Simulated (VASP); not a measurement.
# BN (I-4m2) in VASP: notebook

The runs below take BN through single point, with r2SCAN.

Program: VASP 6.6.1. These are calculated values, not measurements. Logs are shortened: lines on timing, memory, paths and dates and some standing lists are left out, and cuts for length are marked.

## Step 1: The cell of the first run

It takes space group I-4m2 (No. 119, tetragonal). Conventional cell: a = 2.552 Å, b = 2.552 Å, c = 3.447 Å, α = 90.00°, β = 90.00°, γ = 90.00°. Within 2.1 Å of B (site symmetry -4m2) lie 4 N at 1.54 Å. Within 2.1 Å of N (site symmetry -4m2) lie 4 B at 1.54 Å.

## Step 2: Single point, r2SCAN (strain -0.0450 x Voigt [0, 0, 1, 0, 0, 0])

Input file POSCAR:

```
BN
1.0
    0.0000000000      1.8048137558      1.7235971368
    1.8048137558      0.0000000000      1.7235971368
    1.8048137558      1.8048137558      0.0000000000
B N
1 1
Direct
    0.0000000000      0.0000000000      0.0000000000
    0.7500000000      0.7500000000      0.7500000000
```

Input file INCAR.step1:

```
PREC = Accurate
ENCUT = 520
ISMEAR = 0
SIGMA = 0.05
LREAL = False
LASPH = True
NELM = 100
NBANDS = 11
GGA = PE
ALGO = Normal
EDIFF = 1E-4
LWAVE = True
LCHARG = False
```

Input file INCAR.step2:

```
PREC = Accurate
ENCUT = 520
EDIFF = 1E-6
ISMEAR = 0
SIGMA = 0.05
LREAL = False
LASPH = True
NELM = 100
ALGO = Normal
ISIF = 2
LWAVE = False
LCHARG = False
METAGGA = R2SCAN
LMIXTAU = True
NBANDS = 11
ISTART = 1
```

Input file KPOINTS:

```
regular mesh
0
Gamma
  12 12 12
```

Potentials or basis: VASP PAW PBE potentials, release 64 (B, N).

Launch:

```console
> cat potpaw_PBE.64/B/POTCAR potpaw_PBE.64/N/POTCAR > POTCAR
> cp INCAR.step1 INCAR
> mpirun -np 1 vasp_std > vasp.out
> cp INCAR.step2 INCAR
> mpirun -np 1 vasp_std > vasp.out
```

OUTCAR:

```text
PREC = Accurate
   ENCUT = 520
   EDIFF = 1E-6
   ISMEAR = 0
   LREAL = False
   LASPH = True
   NELM = 100
   ISIF = 2
   METAGGA = R2SCAN
   ISTART = 1

 ion  position               nearest neighbor table
   1  0.000  0.000  0.000-   2 1.54   2 1.54   2 1.54   2 1.54
   2  0.750  0.750  0.750-   1 1.54   1 1.54   1 1.54   1 1.54

  LATTYP: Found a body centered tetragonal cell.
 ALAT       =     2.5523920910
 C/A-ratio  =     1.3505739521

  Lattice vectors:

 A1 = (   0.0000000000,  -1.8048137558,  -1.7235971368)
 A2 = (   0.0000000000,   1.8048137558,  -1.7235971368)
 A3 = (   1.8048137558,   0.0000000000,   1.7235971368)

Analysis of symmetry for initial positions (statically):
=====================================================================
 Subroutine PRICEL returns:
 Original cell was already a primitive cell.

 Routine SETGRP: Setting up the symmetry group for a
 body centered tetragonal supercell.

 Subroutine GETGRP returns: Found  8 space group operations
 (whereof  8 operations were pure point group operations)
 out of a pool of 16 trial point group operations.

The static configuration has the point symmetry D_2d.

Analysis of symmetry for dynamics (positions and initial velocities):
=====================================================================
 Subroutine PRICEL returns:
 Original cell was already a primitive cell.

 Routine SETGRP: Setting up the symmetry group for a
 body centered tetragonal supercell.

 Subroutine GETGRP returns: Found  8 space group operations
 (whereof  8 operations were pure point group operations)
 out of a pool of 16 trial point group operations.

The dynamic configuration has the point symmetry D_2d.

 Subroutine INISYM returns: Found  8 space group operations
 (whereof  8 operations are pure point group operations),
 and found     1 'primitive' translations

----------------------------------------------------------------------------------------

                                     Primitive cell

  volume of cell :      11.2287

  direct lattice vectors                    reciprocal lattice vectors
     0.000000000  1.804813756  1.723597137    -0.277036896  0.277036896  0.290090990
     1.804813756  0.000000000  1.723597137     0.277036896 -0.277036896  0.290090990
     1.804813756  1.804813756  0.000000000     0.277036896  0.277036896 -0.290090990

  length of vectors
     2.495624127  2.495624127  2.552392091     0.487495298  0.487495298  0.487495298

  position of ions in fractional coordinates (direct lattice)
     0.000000000  0.000000000  0.000000000
     0.750000000  0.750000000  0.750000000

  ion indices of the primitive-cell ions
   primitive index   ion index
                 1           1
                 2           2

----------------------------------------------------------------------------------------

 KPOINTS: regular mesh

Automatic generation of k-mesh.
 Grid dimensions read from file:
 generate k-points for:   12   12   12

 Generating k-lattice:

  Cartesian coordinates                     Fractional coordinates (reciprocal lattice)
    -0.023086408  0.023086408  0.024174249     0.083333333  0.000000000  0.000000000
     0.023086408 -0.023086408  0.024174249     0.000000000  0.083333333  0.000000000
     0.023086408  0.023086408 -0.024174249     0.000000000  0.000000000  0.083333333

  Length of vectors
     0.040624608  0.040624608  0.040624608

  Shift w.r.t. Gamma in fractional coordinates (k-lattice)
     0.000000000  0.000000000  0.000000000

 Subroutine IBZKPT returns following result:
 ===========================================

 Found    163 irreducible k-points:

 Following reciprocal coordinates:
            Coordinates               Weight
  0.000000  0.000000  0.000000      1.000000
  0.083333  0.000000  0.000000      8.000000
  0.166667  0.000000  0.000000      8.000000
  0.250000  0.000000  0.000000      8.000000
  0.333333  0.000000  0.000000      8.000000
  0.416667  0.000000  0.000000      8.000000
[... 16 lines left out ...]
  0.500000  0.166667  0.000000      8.000000
 -0.416667  0.166667  0.000000      8.000000
 [... further k-points ...]
   k-points           NKPTS =    163   k-points in BZ     NKDIM =    163   number of bands    NBANDS=     11
   number of dos      NEDOS =    301   number of ions     NIONS =      2
   total plane-waves  NPLWV =   8000
   dimension x,y,z NGX =    20 NGY =   20 NGZ =   20
   dimension x,y,z NGXF=    40 NGYF=   40 NGZF=   40
   ions per type =               1   1
   NGX,Y,Z   is equivalent  to a cutoff of  13.32, 13.32, 13.03 a.u.
   NGXF,Y,Z  is equivalent  to a cutoff of  26.65, 26.65, 26.05 a.u.
 SYSTEM =  unknown system
   PREC   = accura    normal or accurate (medium, high low for compatibility)
   ISTART =      1    job   : 0-new  1-cont  2-samecut
   ICHARG =      0    charge: 1-file 2-atom 10-const
   ISPIN  =      1    spin polarized calculation?
   LNONCOLLINEAR =      F non collinear calculations
   LSORBIT =      F    spin-orbit coupling
   LASPH  =      T    aspherical Exc in radial PAW
   ENCUT  =  520.0 eV  38.22 Ry    6.18 a.u.   4.64  4.64  4.75*2*pi/ulx,y,z
   NELM   =    100;   NELMIN=  2; NELMDL=  0     # of ELM steps
   EDIFF  = 0.1E-05   stopping-criterion for ELM
   LREAL  =      F    real-space projection
   EDIFFG = 0.1E-04   stopping-criterion for IOM
   NSW    =      0    number of steps for IOM
   IBRION =     -1    ionic relax: 0-MD 1-quasi-New 2-CG
   NFREE  =      0    steps in history (QN), initial steepest desc. (CG)
   ISIF   =      2    stress and relaxation
   ISYM   =      2    0-nonsym 1-usesym 2-fastsym
   POTIM  = 0.5000    time-step for ionic-motion
   TEBEG  =    0.0;   TEEND  =   0.0 temperature during run
   PSTRESS=    0.0 pullay stress
   NELECT =       8.0000    total number of electrons
   NUPDOWN=      -1.0000    fix difference up-down
   EMIN   =  10.00;   EMAX   =-10.00  energy-range for DOS
   EFERMI =   0.00;   METHOD = LEGACY
   ISMEAR =     0;   SIGMA  =   0.05  broadening in eV -4-tet -1-fermi 0-gaus
   EFERMI_NEDOS =   21; number of points for ismear=-14 and -15
   IALGO  =     38    algorithm
   IMIX   =      4    mixing-type and parameters
     AMIX     =   0.40;   BMIX     =  1.00
     AMIX_MAG =   1.60;   BMIX_MAG =  1.00
  volume/ion in A,a.u.               =       5.61        37.89
  Fermi-wavevector in a.u.,A,eV,Ry     =   1.462159  2.763080 29.088023  2.137909
  Thomas-Fermi vector in A             =   2.578405
   LORBIT       =      0    0 simple, 1 ext, 2 COOP (PROOUT), +10 PAW based schemes
   METAGGA = R2SCAN    functional components
   LHFCALC =     F    Hartree Fock is set to
   AEXX    =    0.0000 exact exchange contribution
   IVDW    =     0    specifies the selected vdW correction
   LEPSILON=     F    determine dielectric tensor
   LRPA    =     F    only Hartree local field effects (RPA)
 non-spin polarized calculation
 Gauss-broadening in eV      SIGMA  =   0.05
  energy-cutoff  :      520.00
  volume of cell :       11.23
 maximum number of plane-waves:       316
   NGX =  9   NGY =  9   NGZ =  9

 number of electron       7.9999998 magnetization

 Free energy of the ion-electron system (eV)
  ---------------------------------------------------
  ext. energy  EPLUGINS =         0.00000000
  ---------------------------------------------------
  free energy    TOTEN  =       -19.10298665 eV

  energy without entropy =      -19.10298665  energy(sigma->0) =      -19.10298665

 E-fermi :   8.3967     XC(G=0): -13.9183

 val. band max:        8.1763842692   @ k =   0.0000   0.0000   0.0000
 cond. band min:      12.3655501716   @ k =   0.5000   0.5000   0.0000
 fundamental gap:      4.1891659024
 Fermi energy:         8.3967409699

 k-point     1 :       0.0000    0.0000    0.0000
  band No.  band energies     occupation
      1     -14.0077      2.00000
      2       7.7333      2.00000
      3       7.7333      2.00000
      4       8.1764      2.00000
      5      17.4556      0.00000
      6      17.7881      0.00000
      7      17.7881      0.00000
      8      19.8149      0.00000
      9      35.0408      0.00000
     10      36.0143      0.00000
     11      37.5542      0.00000

 k-point     2 :       0.0833    0.0000    0.0000
  band No.  band energies     occupation
      1     -13.8251      2.00000
      2       6.8639      2.00000
      3       7.5168      2.00000
      4       7.8882      2.00000
      5      17.6645      0.00000
      6      18.0811      0.00000
      7      18.1705      0.00000
      8      20.3707      0.00000
      9      34.1556      0.00000
     10      34.5645      0.00000
     11      35.7040      0.00000

 k-point     3 :       0.1667    0.0000    0.0000
  band No.  band energies     occupation
      1     -13.2844      2.00000
      2       4.6244      2.00000
      3       6.9896      2.00000
      4       7.4308      2.00000
      5      18.0866      0.00000
      6      18.7292      0.00000
      7      18.9054      0.00000
      8      21.7408      0.00000
      9      32.7543      0.00000
     10      33.3537      0.00000
     11      34.5823      0.00000

 k-point     4 :       0.2500    0.0000    0.0000
  band No.  band energies     occupation
      1     -12.4109      2.00000
      2       1.9598      2.00000
      3       6.3790      2.00000
      4       6.9297      2.00000
      5      18.4264      0.00000
      6      19.2649      0.00000
      7      19.6816      0.00000
      8      23.1512      0.00000
      9      32.6748      0.00000
     10      32.7609      0.00000
     11      34.0294      0.00000
[... 239 lines left out ...]
 k-point    22 :       0.4167    0.1667    0.0000
  band No.  band energies     occupation
      1     -10.1755      2.00000
      2      -1.0915      2.00000
      3       4.2845      2.00000
      4       4.8778      2.00000
      5      16.8710      0.00000
      6      21.9346      0.00000
      7      22.0356      0.00000
      8      22.7848      0.00000
      9      30.5376      0.00000
     10      37.0453      0.00000
     11      38.4413      0.00000

 k-point    23 :       0.5000    0.1667    0.0000
  band No.  band energies     occupation
      1      -9.1666      2.00000
      2      -2.7157      2.00000
      3       4.2825      2.00000
      4       4.3361      2.00000
      5      17.1686      0.00000
      6      21.6127      0.00000
      7      22.0403      0.00000
      8      24.3174      0.00000
      9      30.6732      0.00000
     10      37.1354      0.00000
     11      37.7341      0.00000

 k-point    24 :      -0.4167    0.1667    0.0000
  band No.  band energies     occupation
      1      -9.0727      2.00000
      2      -2.8628      2.00000
      3       3.8343      2.00000
      4       4.6687      2.00000
      5      17.5760      0.00000
      6      21.2142      0.00000
      7      21.9099      0.00000
      8      25.4308      0.00000
      9      30.5620      0.00000
     10      35.1106      0.00000
     11      37.1975      0.00000

 [... further k-points ...]
[... 5 lines left out ...]
  --------------------------------------------------------------------------------------
  -------------------------------------------------------------------------------------
  Total        0.7884020      0.7884020      2.8203260      0.0000000      0.0000000      0.0000000
  in kB      112.4935906    112.4935906    402.4198069      0.0000000      0.0000000      0.0000000
  external PRESSURE =     209.1356627 kB  Pullay stress =       0.0000000 kB

 VOLUME and BASIS-vectors are now :
 -----------------------------------------------------------------------------
  energy-cutoff  :      520.00
  volume of cell :       11.23
      direct lattice vectors                 reciprocal lattice vectors
     0.000000000  1.804813756  1.723597137    -0.277036896  0.277036896  0.290090990
     1.804813756  0.000000000  1.723597137     0.277036896 -0.277036896  0.290090990
     1.804813756  1.804813756  0.000000000     0.277036896  0.277036896 -0.290090990

 POSITION                                       TOTAL-FORCE (eV/Angst)
 -----------------------------------------------------------------------------------
      0.00000      0.00000      0.00000        -0.000000     -0.000000      0.000000
      2.70722      2.70722      2.58540         0.000000      0.000000     -0.000000
 -----------------------------------------------------------------------------------
    total drift:                               -0.000001     -0.000001      0.000002

  FREE ENERGIE OF THE ION-ELECTRON SYSTEM (eV)
  ---------------------------------------------------
  free  energy   TOTEN  =       -19.1029866500 eV

  energy  without entropy=      -19.1029866500  energy(sigma->0) =      -19.10298665
```

Wall time 2.1 min (1 thread of Intel Xeon 8259CL, shared host); peak memory 0.13 GiB.

Results:

```
Free energy            : -19.1030 eV
Pressure               : 20.9 GPa
Band gap on the k mesh : 4.19 eV, indirect (least direct gap 9.28 eV)
```

Levels at points of the mesh, in eV from the valence-band top:
| k point | band 1 | band 2 | band 3 | band 4 | band 5 | band 6 | band 7 | band 8 |
| --- | --- | --- | --- | --- | --- | --- | --- | --- |
| (0.00, 0.00, 0.00) | -22.18 | -0.44 | -0.44 | 0.00 | 9.28 | 9.61 | 9.61 | 11.64 |
| (0.50, 0.00, 0.00) | -17.63 | -11.86 | -2.78 | -2.04 | 10.55 | 11.16 | 12.39 | 16.68 |
| (0.50, 0.50, 0.00) | -15.76 | -9.48 | -6.09 | -6.09 | 4.19 | 9.05 | 19.84 | 19.84 |
| (0.50, 0.00, 0.50) | -16.33 | -10.19 | -5.43 | -5.39 | 5.05 | 10.22 | 19.29 | 20.01 |

Caveat: the cell differs from its parent crystal (strain -0.0450 x Voigt [0, 0, 1, 0, 0, 0]); the PAW data sets were made with another functional, which shifts forces and pressure a little.

[end of part 1 of 2]
